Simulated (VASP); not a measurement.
# Cu3O2: single point with PBE

Crystal: Cu3O2.

```xyz
5
Lattice="-2.0230 2.0230 3.6736 2.0230 -2.0230 3.6736 2.0230 2.0230 -3.6736" Properties=species:S:1:pos:R:3 pbc="T T T"
Cu    0.0000    0.0000    0.0000
Cu    0.0000    2.0230    1.8368
Cu    2.0230    0.0000    1.8368
O     0.0000    2.0230    0.0000
O     2.0230    0.0000    0.0000
```

| Item | Value |
| --- | --- |
| Program | VASP 6.6.1 |
| Task | single point |
| Functional | PBE |
| Potentials or basis | VASP PAW PBE potentials, release 64 (Cu, O) |
| Cutoff | 520 eV |
| k mesh | 9 × 9 × 9 |
| Occupations | fermi-dirac, width 0.05 eV |
| Spin | no spin polarisation |
| Dipole correction | no |
| Further INCAR settings | ALGO = Normal; EDIFF = 1e-07; NBANDS = 30 |

| Property | Result |
| --- | --- |
| Pressure | 1.5 GPa |

Stress tensor (GPa, compression positive):
```
1.28 0.00 0.00
0.00 1.28 0.00
0.00 0.00 1.94
```

Levels at points of the mesh, in eV from the Fermi level:
```csv
k point,band 20,band 21,band 22,band 23,band 24,band 25,band 26,band 27
"(0.00, 0.00, 0.00)",-1.47,-0.78,-0.78,0.40,0.48,5.20,5.20,6.98
```

Run time: 6.4 min on 1 thread of AMD EPYC 7571, on a shared host, peak memory 0.23 GiB.

Caveat: an odd number of electrons without spin polarisation forces a metal; a magnetic or distorted state may lie lower. With open d or f shells a metallic result of PBE can be an artefact of self-interaction; +U or a hybrid may open a gap.
